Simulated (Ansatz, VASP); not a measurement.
# BN in VASP and in Ansatz

Contents of POSCAR:

```
BN
1.0
    2.5055553615      0.0000000001      0.0000000000
   -1.2527776808      2.1698745936      0.0000000000
    0.0000000000      0.0000000000      6.6528827690
B N
2 2
Direct
    0.3333333333      0.6666666667      0.2500000000
    0.6666666667      0.3333333333      0.7500000000
    0.3333333333      0.6666666667      0.7500000000
    0.6666666667      0.3333333333      0.2500000000
```

File INCAR.step1:

```
SYSTEM = BN
ALGO = Normal
EDIFF = 1E-5
ENCUT = 520
GGA = PE
ISIF = 2
ISMEAR = 0
LASPH = .TRUE.
LREAL = .FALSE.
LWAVE = .TRUE.
NBANDS = 16
NELM = 80
PREC = Accurate
SIGMA = 0.05
```

The input INCAR.step2:

```
SYSTEM = BN
AEXX = 0.2
ALGO = Normal
EDIFF = 1E-7
ENCUT = 520
GGA = PE
ISIF = 2
ISMEAR = 0
ISTART = 1
LASPH = .TRUE.
LCHARG = .TRUE.
LELF = .TRUE.
LHFCALC = .TRUE.
LREAL = .FALSE.
LVHAR = .TRUE.
LWAVE = .FALSE.
NBANDS = 16
NELM = 80
PREC = Accurate
PRECFOCK = Normal
SIGMA = 0.05
```

Contents of KPOINTS:

```
k-points
0
G
  6 6 2
  0 0 0
```

Input for Ansatz:

```yaml
crystal:
  lattice:
    - [2.5055553615, 1.0e-10, 0.0]
    - [-1.2527776808, 2.1698745936, 0.0]
    - [0.0, 0.0, 6.652882769]
  atoms:
    - { symbol: B, position: [0.3333333333, 0.6666666667, 0.25] }
    - { symbol: B, position: [0.6666666667, 0.3333333333, 0.75] }
    - { symbol: "N", position: [0.3333333333, 0.6666666667, 0.75] }
    - { symbol: "N", position: [0.6666666667, 0.3333333333, 0.25] }
basis:
  ecutwfc: 420
  ecutrho_ratio: 4
kpoints:
  mp_grid: { grid: [6, 6, 2] }
hamiltonian:
  xc: { exchange: pbe, correlation: pbe, exx: { coeff: 0.2 } }
scf:
  occupations: { method: gaussian, width: 0.05 }
  n_extra_bands: 11
output:
  forces: true
  stress: true
  eigenvalues: true
  populations: true
  dos: { projected: true, de: 0.02 }
  write_density: true
  write_potential: true
  elf: true
  volumetric_format: npy
```

Alike in both runs: task single point; functional PBE-based global hybrid with a share of 0.2 of exact exchange; k mesh 6 × 6 × 2; occupations gaussian, width 0.05 eV; no spin polarisation.

```csv
,VASP,Ansatz
version,VASP 6.6.1,Ansatz 0.2.0
potentials or method,"VASP PAW PBE potentials, release 64 (B, N), cutoff 520 eV","scalar-relativistic, plane waves, PAW"
valence electrons in the cell,16,16
```

|  | VASP | Ansatz | Ansatz less VASP |
| --- | --- | --- | --- |
| gap on the k mesh at the Fermi level (eV) | 5.93 | 5.92 | -0.013 |
| least direct gap on the mesh (eV) | 6.38 | 6.36 | -0.017 |
| pressure (GPa) | -1.1 | -1.2 | -0.14 |
| traceless stress, the component that is largest in VASP (GPa) | 3.22 | 3.61 | +0.392 |

VASP's potentials were made for PBE, not for PBE-based global hybrid. Ansatz's warnings: stress exchange threshold loose, stress scf threshold loose.

The k mesh is coarse, so the values compare programs but aren't converged.
